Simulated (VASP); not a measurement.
A run of VASP 6.6.1 is set up as follows.

Contents of INCAR:

```
SYSTEM = SiW6
  PREC = Accurate
  ENCUT = 520
  EDIFF = 1E-6
  ISMEAR = 0
  SIGMA = 0.1
  LREAL = .False.
  LASPH = .True.
  NELM = 100
  ALGO = Normal
  ISIF = 2
  LWAVE = .False.
  LCHARG = .False.
  LDIPOL = .True.
  IDIPOL = 3
  DIPOL = 0.5 0.5 0.316
  GGA = PE
  IVDW = 12
  NBANDS = 53
```

Contents of KPOINTS:

```
regular mesh
0
Gamma
  6 6 1
  0 0 0
```

POSCAR

```
SiW6
1.0
    4.4682526324      0.0000000000      0.0000000000
   -2.2341263162      3.8696202902      0.0000000000
    0.0000000000      0.0000000000     21.7259061349
W Si
6 1
Direct
    0.6666666667      0.3333333333      0.1841119986
    0.3333333333      0.6666666667      0.2260931360
    0.0000000000      0.0000000000      0.2680742733
    0.6666666667      0.3333333333      0.3070897866
    0.3333333333      0.6666666667      0.3466976876
    0.0000000000      0.0000000000      0.3832248047
    0.3333333333      0.6666666667      0.4982948038
```

Potentials or basis: VASP PAW PBE potentials, release 64 (W_sv, Si).

Launch:

```sh
$ cat potpaw_PBE.64/W_sv/POTCAR potpaw_PBE.64/Si/POTCAR > POTCAR
$ mpirun -np 1 vasp_std > vasp.out
```

**Question.** Predict the band gap on the k mesh.

**Answer.** Zero (band 44 reaches 0.30 eV, above the bottom of band 45 at -0.08 eV).

**Question.** Estimate the dispersion energy per atom.

**Answer.** -0.411 eV.

**Question.** Estimate the largest force.

**Answer.** 2.100 eV/Å.

Forces on the atoms (eV/Å):
```
W    0.000  0.000  2.100
W    0.000  0.000 -0.975
W    0.000  0.000 -1.420
W    0.000  0.000 -0.401
W    0.000  0.000  1.490
W    0.000  0.000  1.286
Si   0.000  0.000 -2.079
```

Caveat: spin-orbit coupling is left out, which moves the levels of the heavy elements.
